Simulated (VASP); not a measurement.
# Li2SiN3 (Cc) in VASP: notebook

Li2SiN3 is run at these levels: PBE; tasks: single point.

Program: VASP 6.6.1. These are calculated values, not measurements. Logs are shortened: lines on timing, memory, paths and dates and some standing lists are left out, and cuts for length are marked.

### Step 1. The cell of the first run

Symmetry: Cc, No. 9, monoclinic system. Conventional cell: a = 5.948 Å, b = 8.344 Å, c = 5.238 Å, α = 90.00°, β = 114.02°, γ = 90.00°. Li (site symmetry 1) has 10 N at 2.13 to 3.41 Å and 6 Li at 2.50 to 3.28 Å and 4 Si at 2.82 to 3.02 Å within 3.5 Å. Li (site symmetry 1) has 5 N at 2.08 to 2.48 Å and 3 Li at 2.50 to 2.74 Å and 1 Si at 2.73 Å within 2.8 Å. Within 2.3 Å of Si (site symmetry 1) lie 4 N at 1.71 to 1.81 Å. Within 1.8 Å of N (site symmetry 1) lie 1 N at 1.37 Å and 1 Si at 1.76 Å. N (site symmetry 1) has 2 Si at 1.71 to 1.72 Å and 3 Li at 2.12 to 2.25 Å within 2.3 Å. Within 1.9 Å of N (site symmetry 1) lie 1 N at 1.37 Å and 1 Si at 1.81 Å.

### Step 2. Single point, PBE

File INCAR:

```
  PREC = Accurate
  ENCUT = 520
  EDIFF = 1E-6
  ISMEAR = 0
  SIGMA = 0.1
  LREAL = False
  LASPH = True
  NELM = 100
  ALGO = Normal
  ISIF = 2
  LWAVE = False
  LCHARG = True
  GGA = PE
  LELF = True
  LVHAR = True
  NBANDS = 37
```

File KPOINTS:

```
Automatic mesh
0
Gamma
  8 8 6
```

File POSCAR:

```
Li2SiN3
1.0
    2.9741679009     -4.1718326987      0.0005425282
    2.9741679009      4.1718326987      0.0005425282
   -2.1331799257      0.0000000000      4.7839141638
Li Si N
4 2 6
Direct
    0.6627162324      0.1646246451      0.4469218553
    0.1646246451      0.6627162324      0.9469218553
    0.5118429702      0.4156790608      0.9346096199
    0.4156790608      0.5118429702      0.4346096199
    0.9311064973      0.1041980791      0.9972319395
    0.1041980791      0.9311064973      0.4972319395
    0.4376236427      0.9149936078      0.6602343399
    0.9149936078      0.4376236427      0.1602343399
    0.0515185289      0.1853658969      0.7343667419
    0.1853658969      0.0515185289      0.2343667419
    0.5671070391      0.8130295114      0.8520448100
    0.8130295114      0.5671070391      0.3520448100
```

Potentials or basis: VASP PAW PBE potentials, release 64 (Li_sv, Si, N).

Run with:

```sh
$ cat potpaw_PBE.64/Li_sv/POTCAR potpaw_PBE.64/Si/POTCAR potpaw_PBE.64/N/POTCAR > POTCAR
$ mpirun -np 1 vasp_std > vasp.out
```

OUTCAR:

```text
PREC = Accurate
   ENCUT = 520
   EDIFF = 1E-6
   ISMEAR = 0
   LREAL = False
   LASPH = True
   NELM = 100
   ISIF = 2
   GGA = PE

 ion  position               nearest neighbor table
   1  0.663  0.165  0.447-   7 2.13   9 2.15  12 2.17   4 2.50   6 2.82   6 2.87
   2  0.165  0.663  0.947-   8 2.13  10 2.15  11 2.17   3 2.50   5 2.82   5 2.87
   3  0.512  0.416  0.935-   8 2.08   9 2.12  11 2.12  12 2.14   2 2.50   6 2.73
   4  0.416  0.512  0.435-   7 2.08  10 2.12  12 2.12  11 2.14   1 2.50   5 2.73
   5  0.931  0.104  0.997-  10 1.71   9 1.72   8 1.76  11 1.81   7 2.44   4 2.73   2 2.82   2 2.87
                             6 2.99   6 2.99
   6  0.104  0.931  0.497-   9 1.71  10 1.72   7 1.76  12 1.81   8 2.44   3 2.73   1 2.82   1 2.87
                             5 2.99   5 2.99
   7  0.438  0.915  0.660-  11 1.37   6 1.76   4 2.08   1 2.13   5 2.44
   8  0.915  0.438  0.160-  12 1.37   5 1.76   3 2.08   2 2.13   6 2.44
   9  0.052  0.185  0.734-   6 1.71   5 1.72   3 2.12   1 2.15
  10  0.185  0.052  0.234-   5 1.71   6 1.72   4 2.12   2 2.15
  11  0.567  0.813  0.852-   7 1.37   5 1.81   3 2.12   4 2.14   2 2.17
  12  0.813  0.567  0.352-   8 1.37   6 1.81   4 2.12   3 2.14   1 2.17

  LATTYP: Found a base centered monoclinic cell.
 ALAT       =     5.9483359008
 B/A-ratio  =     1.4026890103
 C/A-ratio  =     0.8805767566
 COS(beta)  =    -0.4070868547

  Lattice vectors:

 A1 = (   2.9741679009,  -4.1718326987,   0.0005425282)
 A2 = (   2.9741679009,   4.1718326987,   0.0005425282)
 A3 = (  -2.1331799257,   0.0000000000,   4.7839141638)

Analysis of symmetry for initial positions (statically):
=====================================================================
 Subroutine PRICEL returns:
 Original cell was already a primitive cell.

 Routine SETGRP: Setting up the symmetry group for a
 base centered monoclinic supercell.

 Subroutine GETGRP returns: Found  2 space group operations
 (whereof  1 operations were pure point group operations)
 out of a pool of  4 trial point group operations.

The static configuration has the point symmetry C_1 .
 The point group associated with its full space group is C_1h.

Analysis of symmetry for dynamics (positions and initial velocities):
=====================================================================
 Subroutine PRICEL returns:
 Original cell was already a primitive cell.

 Routine SETGRP: Setting up the symmetry group for a
 base centered monoclinic supercell.

 Subroutine GETGRP returns: Found  2 space group operations
 (whereof  1 operations were pure point group operations)
 out of a pool of  4 trial point group operations.

The dynamic configuration has the point symmetry C_1 .
 The point group associated with its full space group is C_1h.

 Subroutine INISYM returns: Found  2 space group operations
 (whereof  1 operations are pure point group operations),
 and found     1 'primitive' translations

----------------------------------------------------------------------------------------

                                     Primitive cell

  volume of cell :     118.7247

  direct lattice vectors                    reciprocal lattice vectors
     2.974167901 -4.171832699  0.000542528     0.168100575 -0.119851403  0.074957192
     2.974167901  4.171832699  0.000542528     0.168100575  0.119851403  0.074957192
    -2.133179926  0.000000000  4.783914164    -0.000038127  0.000000000  0.209016850

  length of vectors
     5.123462019  5.123462019  5.237966335     0.219637753  0.219637753  0.209016853

  position of ions in fractional coordinates (direct lattice)
     0.662716232  0.164624645  0.446921855
     0.164624645  0.662716232  0.946921855
     0.511842970  0.415679061  0.934609620
     0.415679061  0.511842970  0.434609620
     0.931106497  0.104198079  0.997231939
     0.104198079  0.931106497  0.497231939
     0.437623643  0.914993608  0.660234340
     0.914993608  0.437623643  0.160234340
     0.051518529  0.185365897  0.734366742
     0.185365897  0.051518529  0.234366742
     0.567107039  0.813029511  0.852044810
     0.813029511  0.567107039  0.352044810

  ion indices of the primitive-cell ions
   primitive index   ion index
                 1           1
                 2           2
                 3           3
                 4           4
                 5           5
                 6           6
                 7           7
                 8           8
                 9           9
                10          10
                11          11
                12          12

----------------------------------------------------------------------------------------

 KPOINTS: Automatic mesh

Automatic generation of k-mesh.
 Grid dimensions read from file:
 generate k-points for:    8    8    6

 Generating k-lattice:

  Cartesian coordinates                     Fractional coordinates (reciprocal lattice)
     0.021012572 -0.014981425  0.009369649     0.125000000  0.000000000 -0.000000000
     0.021012572  0.014981425  0.009369649     0.000000000  0.125000000 -0.000000000
    -0.000006355  0.000000000  0.034836142     0.000000000  0.000000000  0.166666667

  Length of vectors
     0.027454719  0.027454719  0.034836142

  Shift w.r.t. Gamma in fractional coordinates (k-lattice)
     0.000000000  0.000000000  0.000000000

 Subroutine IBZKPT returns following result:
 ===========================================

 Found    114 irreducible k-points:

 Following reciprocal coordinates:
            Coordinates               Weight
  0.000000  0.000000  0.000000      1.000000
  0.125000  0.000000 -0.000000      4.000000
  0.250000  0.000000 -0.000000      4.000000
  0.375000  0.000000 -0.000000      4.000000
  0.500000  0.000000 -0.000000      2.000000
  0.125000  0.125000 -0.000000      2.000000
[... 16 lines left out ...]
  0.125000  0.000000  0.166667      4.000000
  0.250000 -0.000000  0.166667      4.000000
 [... further k-points ...]
   k-points           NKPTS =    114   k-points in BZ     NKDIM =    114   number of bands    NBANDS=     37
   number of dos      NEDOS =    301   number of ions     NIONS =     12
   total plane-waves  NPLWV =  64000
   dimension x,y,z NGX =    40 NGY =   40 NGZ =   40
   dimension x,y,z NGXF=    80 NGYF=   80 NGZF=   80
   ions per type =               4   2   6
   NGX,Y,Z   is equivalent  to a cutoff of  12.98, 12.98, 12.70 a.u.
   NGXF,Y,Z  is equivalent  to a cutoff of  25.96, 25.96, 25.39 a.u.
 SYSTEM =  unknown system
   PREC   = accura    normal or accurate (medium, high low for compatibility)
   ISTART =      0    job   : 0-new  1-cont  2-samecut
   ICHARG =      2    charge: 1-file 2-atom 10-const
   ISPIN  =      1    spin polarized calculation?
   LNONCOLLINEAR =      F non collinear calculations
   LSORBIT =      F    spin-orbit coupling
   LASPH  =      T    aspherical Exc in radial PAW
   ENCUT  =  520.0 eV  38.22 Ry    6.18 a.u.   9.53  9.53  9.74*2*pi/ulx,y,z
   NELM   =    100;   NELMIN=  2; NELMDL= -5     # of ELM steps
   EDIFF  = 0.1E-05   stopping-criterion for ELM
   LREAL  =      F    real-space projection
   EDIFFG = 0.1E-04   stopping-criterion for IOM
   NSW    =      0    number of steps for IOM
   IBRION =     -1    ionic relax: 0-MD 1-quasi-New 2-CG
   NFREE  =      0    steps in history (QN), initial steepest desc. (CG)
   ISIF   =      2    stress and relaxation
   ISYM   =      2    0-nonsym 1-usesym 2-fastsym
   POTIM  = 0.5000    time-step for ionic-motion
   TEBEG  =    0.0;   TEEND  =   0.0 temperature during run
   PSTRESS=    0.0 pullay stress
   NELECT =      50.0000    total number of electrons
   NUPDOWN=      -1.0000    fix difference up-down
   EMIN   =  10.00;   EMAX   =-10.00  energy-range for DOS
   EFERMI =   0.00;   METHOD = LEGACY
   ISMEAR =     0;   SIGMA  =   0.10  broadening in eV -4-tet -1-fermi 0-gaus
   EFERMI_NEDOS =   21; number of points for ismear=-14 and -15
   IALGO  =     38    algorithm
   IMIX   =      4    mixing-type and parameters
     AMIX     =   0.40;   BMIX     =  1.00
     AMIX_MAG =   1.60;   BMIX_MAG =  1.00
  volume/ion in A,a.u.               =       9.89        66.77
  Fermi-wavevector in a.u.,A,eV,Ry     =   1.227113  2.318907 20.487731  1.505806
  Thomas-Fermi vector in A             =   2.362088
   LORBIT       =      0    0 simple, 1 ext, 2 COOP (PROOUT), +10 PAW based schemes
   GGA     = PE    functional components
   LHFCALC =     F    Hartree Fock is set to
   AEXX    =    0.0000 exact exchange contribution
   IVDW    =     0    specifies the selected vdW correction
   LEPSILON=     F    determine dielectric tensor
   LRPA    =     F    only Hartree local field effects (RPA)
 non-spin polarized calculation
 Gauss-broadening in eV      SIGMA  =   0.10
  energy-cutoff  :      520.00
  volume of cell :      118.72
 maximum number of plane-waves:      3216
 NGX is ok and might be reduce to    40
   NGX = 19   NGY = 19   NGZ = 19

 number of electron      50.0000005 magnetization

 Free energy of the ion-electron system (eV)
  ---------------------------------------------------
  ext. energy  EPLUGINS =         0.00000000
  ---------------------------------------------------
  free energy    TOTEN  =       -74.05674967 eV

  energy without entropy =      -74.03961359  energy(sigma->0) =      -74.04818163

 E-fermi :   4.9568     XC(G=0): -10.0310

 val. band max:        4.9436346227   @ k =   0.3750   0.2500   0.5000
 cond. band min:       4.9580033725   @ k =  -0.3750   0.5000   0.3333
 fundamental gap:      0.0143687497
 Fermi energy:         4.9568003813

 k-point     1 :       0.0000    0.0000    0.0000
  band No.  band energies     occupation
      1     -40.4838      2.00000
      2     -40.4597      2.00000
      3     -40.4106      2.00000
      4     -40.4062      2.00000
      5     -14.9916      2.00000
      6     -14.3789      2.00000
[... 29 lines left out ...]
     36      13.7456      0.00000
     37      13.9722      0.00000
[... 918 lines left out ...]
     36      13.2457      0.00000
     37      13.9056      0.00000

 [... further k-points ...]

------------------------ aborting loop because EDIFF is reached ----------------------------------------

  FORCE on cell =-STRESS in cart. coord.  units (eV):
  Direction    XX          YY          ZZ          XY          YZ          ZX
  --------------------------------------------------------------------------------------
  -------------------------------------------------------------------------------------
  Total       -0.2044143     -0.0598864     -0.0224544      0.0000000      0.0000000     -0.0456455
  in kB       -2.7585499     -0.8081611     -0.3030194      0.0000000      0.0000000     -0.6159813
  external PRESSURE =      -1.2899101 kB  Pullay stress =       0.0000000 kB

 VOLUME and BASIS-vectors are now :
 -----------------------------------------------------------------------------
  energy-cutoff  :      520.00
  volume of cell :      118.72
      direct lattice vectors                 reciprocal lattice vectors
     2.974167901 -4.171832699  0.000542528     0.168100575 -0.119851403  0.074957192
     2.974167901  4.171832699  0.000542528     0.168100575  0.119851403  0.074957192
    -2.133179926  0.000000000  4.783914164    -0.000038127  0.000000000  0.209016850

 POSITION                                       TOTAL-FORCE (eV/Angst)
 -----------------------------------------------------------------------------------
      1.50729     -2.07795      2.13848        -0.002701     -0.000903     -0.001148
      0.44070      2.07795      4.53044        -0.002701      0.000903     -0.001148
      0.76492     -0.40118      4.47160         0.001430      0.003392     -0.003160
      1.83151      0.40118      2.07964         0.001430     -0.003392     -0.003160
      0.95189     -3.44972      4.77123         0.012668      0.011414      0.012506
      2.01848      3.44972      2.37928         0.012668     -0.011414      0.012506
      2.61451      1.99151      3.15924         0.011747      0.080114     -0.067758
      3.68110     -1.99151      0.76728         0.011747     -0.080114     -0.067758
     -0.86200      0.55839      3.51328        -0.014699     -0.009450      0.000858
      0.20459     -0.55839      1.12132        -0.014699      0.009450      0.000858
      2.28719      1.02595      4.07686        -0.008445     -0.058831      0.058704
      3.35378     -1.02595      1.68490        -0.008445      0.058831      0.058704
 -----------------------------------------------------------------------------------
    total drift:                                0.000379     -0.000000     -0.000993

  FREE ENERGIE OF THE ION-ELECTRON SYSTEM (eV)
  ---------------------------------------------------
  free  energy   TOTEN  =       -74.0567496650 eV

  energy  without entropy=      -74.0396135855  energy(sigma->0) =      -74.04818163
```

It took 5.7 min on 1 thread of Intel Xeon 6975P-C (Granite Rapids), shared host; peak memory 0.49 GiB.

What came out:

```yaml
Free_energy: -74.0567 eV
Largest_force: 0.106 eV/Å
Band_gap_on_the_k_mesh: zero (bands 25 and 26 overlap by 0.30 eV)
```

Forces on the atoms (eV/Å):
```
Li  -0.003 -0.001 -0.001
Li  -0.003  0.001 -0.001
Li   0.001  0.003 -0.003
Li   0.001 -0.003 -0.003
Si   0.013  0.011  0.013
Si   0.013 -0.011  0.013
N    0.012  0.080 -0.068
N    0.012 -0.080 -0.068
N   -0.015 -0.009  0.001
N   -0.015  0.009  0.001
N   -0.008 -0.059  0.059
N   -0.008  0.059  0.059
```

Caveat: the cutoff is under 1.25 times the usual one of these potentials, so pressure, stress and relaxed cells hold a basis-set (Pulay) error.

(Continued in part 2 of 2.)
